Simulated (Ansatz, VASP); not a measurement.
**Two plane-wave programs on La**

```xyz
2
Lattice="-3.9723 3.9835 1.7134 3.9835 -3.9723 1.7134 2.1586 2.1586 -1.6930" Properties=species:S:1:pos:R:3 pbc="T T T"
La   -1.7983    6.1267    0.0205
La   -0.9195    3.0893    0.8670
```

Alike in both runs: task single point; functional PBEsol; k mesh 12 × 12 × 11; occupations fermi-dirac, width 0.1 eV; no spin polarisation.

|  | VASP | Ansatz |
| --- | --- | --- |
| version | VASP 6.6.1 | Ansatz 0.2.0 |
| potentials or method | VASP PAW PBE potentials, release 64 (La), cutoff 520 eV | plane waves (420 eV) with PAW, scalar-relativistic |
| valence electrons in the cell | 22 | 22 |

```tsv
	VASP	Ansatz	Ansatz less VASP
pressure (GPa)	4.3	4.2	-0.12
traceless stress, the component that is largest in VASP (GPa)	0.32	0.32	-0.005
```

VASP's potentials were made for PBE, not for PBEsol, and Ansatz warns of the same on its side. With one functional, cell and mesh, what is left measures potentials, basis and numerics.

Neither program's run includes spin-orbit coupling.
